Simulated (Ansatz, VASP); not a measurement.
## NbP: VASP beside Ansatz

```
Nb P
1.0
    -3.34705    0.00000    0.00000
     0.00000   -3.34705    0.00000
     0.00000    0.00000   12.42796
Nb P
4 4
Direct
  0.00000 0.00000 0.53677
  0.50000 0.50000 0.07700
  0.50000 0.00000 0.30688
  0.00000 0.50000 0.76665
  0.50000 0.50000 0.61268
  0.00000 0.00000 0.15291
  0.00000 0.50000 0.38280
  0.50000 0.00000 0.84257
```

Alike in both runs: task single point; functional PBE; k mesh 14 × 14 × 4; occupations gaussian, width 0.15 eV; no spin polarisation.

|  | VASP | Ansatz |
| --- | --- | --- |
| version | VASP 6.6.1 | Ansatz 0.2.0 |
| potentials or method | VASP PAW PBE potentials, release 64 (Nb_sv, P), cutoff 520 eV | scalar-relativistic, plane waves, PAW |
| valence electrons in the cell | 72 | 72 |

|  | VASP | Ansatz | Ansatz less VASP |
| --- | --- | --- | --- |
| gap on the k mesh at the Fermi level (eV) | none | none | - |
| pressure (GPa) | -4.8 | -4.4 | +0.31 |
| traceless stress, the component that is largest in VASP (GPa) | -3.35 | -3.39 | -0.040 |
| rms of the force components (eV/Å) | 0.378 | 0.384 | +0.0054 |

Atom by atom the forces differ by 0.006 eV/Å (rms over components). A gap of «none» marks a metal or a gap that the smearing closes.
